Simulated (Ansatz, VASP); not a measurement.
# Al2InN3: VASP beside Ansatz

```
Al In N
1.0
     4.76900    0.00000    0.00000
    -2.38450    4.13007    0.00000
     0.00000    0.00000    3.75733
Al In N
2 1 3
Direct
  0.33333 0.66667 0.16631
  0.66667 0.33333 0.83369
  0.00000 0.00000 0.50000
  0.33333 0.66667 0.67142
  0.66667 0.33333 0.32858
  0.00000 0.00000 0.00000
```

Alike in both runs: task relaxation of cell and atoms; functional PBE; k mesh 12 × 12 × 10; occupations gaussian, width 0.1 eV; no spin polarisation.

|  | VASP | Ansatz |
| --- | --- | --- |
| version | VASP 6.6.1 | Ansatz 0.2.0 |
| potentials or method | VASP PAW PBE potentials, release 64 (Al, In_d, N), cutoff 600 eV | scalar-relativistic, plane waves, PAW |
| valence electrons in the cell | 34 | 34 |

|  | VASP | Ansatz | Ansatz less VASP |
| --- | --- | --- | --- |
| gap on the k mesh at the Fermi level, each at its own relaxed structure (eV) | none | none | - |
| relaxed volume (Å³/atom) | 12.32 | 12.34 | +0.021 |
| relaxed cell length with the largest relative difference (Å) | 3.754 | 3.757 | +0.0034 |

A gap of «none» marks a metal or a gap that the smearing closes.
